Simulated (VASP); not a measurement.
A run of VASP 6.6.1 is set up as follows.

The input INCAR:

```
  PREC = Accurate
  ENCUT = 520
  EDIFF = 1E-7
  ISMEAR = 0
  SIGMA = 0.1
  LREAL = False
  LASPH = True
  NELM = 80
  ALGO = Normal
  ISIF = 2
  LWAVE = False
  LCHARG = True
  GGA = PE
  LELF = True
  LVHAR = True
  NBANDS = 43
```

File KPOINTS:

```
regular mesh
0
Gamma
  6 6 10
```

The input POSCAR:

```
HgBr3
1.0
    9.0251008076      0.0000000000      0.0000000000
   -4.5125504038      7.8159665711      0.0000000000
    0.0000000000      0.0000000000      3.8287335891
Hg Br
2 6
Direct
    0.6666666667      0.3333333333      0.2500000000
    0.3333333333      0.6666666667      0.7500000000
    0.3968609646      0.1984304823      0.7500000000
    0.8015695177      0.1984304823      0.7500000000
    0.8015695177      0.6031390354      0.7500000000
    0.6031390354      0.8015695177      0.2500000000
    0.1984304823      0.8015695177      0.2500000000
    0.1984304823      0.3968609646      0.2500000000
```

Potentials or basis: VASP PAW PBE potentials, release 64 (Hg, Br).

Launch:

```bash
$ cat potpaw_PBE.64/Hg/POTCAR potpaw_PBE.64/Br/POTCAR > POTCAR
$ mpirun -np 1 vasp_std > vasp.out
```

What does it give for the largest force?

0.029 eV/Å.

Estimate the pressure.

0.1 GPa.

What does it give for the band gap on the k mesh?

Zero (bands 33 and 34 overlap by 0.44 eV).

Forces in eV/Å, atoms in the order of the input:
```
Hg   0.000  0.000  0.000
Hg   0.000  0.000  0.000
Br  -0.025 -0.015  0.000
Br   0.025 -0.015  0.000
Br   0.000  0.029  0.000
Br   0.025  0.015  0.000
Br  -0.025  0.015  0.000
Br   0.000 -0.029  0.000
```

Caveat: spin-orbit coupling is left out, which moves the levels of the heavy elements; this functional lacks dispersion, which binds layers or chains, so the pressure and a relaxed spacing across them are unreliable.
